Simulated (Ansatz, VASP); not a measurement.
# Ga: VASP beside Ansatz

```
CELL_PARAMETERS angstrom
2.77842 0.00000 0.00000
0.00000 3.28161 0.00000
-1.34343 0.00000 3.99027
ATOMIC_POSITIONS crystal
Ga 0.86540 0.25000 0.22983
Ga 0.14550 0.75000 0.79272
```

Change from the starting cell: one atom moved.

Alike in both runs: task single point; functional PBEsol; k mesh 16 × 12 × 10; occupations gaussian, width 0.1 eV; no spin polarisation.

```csv
,VASP,Ansatz
version,VASP 6.6.1,Ansatz 0.2.0
potentials or method,"VASP PAW PBE potentials, release 64 (Ga_d), cutoff 520 eV","scalar-relativistic, plane waves, PAW"
valence electrons in the cell,26,26
```

Ansatz gave:

* gap on the k mesh at the Fermi level (eV): none
* pressure (GPa): -0.3
* traceless stress, the component that is largest in VASP (GPa): 0.44
* rms of the force components (eV/Å): 0.262

Question: Estimate VASP's values.

Answer: gap on the k mesh at the Fermi level (eV): none; pressure (GPa): -0.1; traceless stress, the component that is largest in VASP (GPa): 0.43; rms of the force components (eV/Å): 0.263.

VASP's potentials were made for PBE, not for PBEsol. Atom by atom the forces differ by 0.001 eV/Å (rms over components). A gap of «none» marks a metal or a gap that the smearing closes.
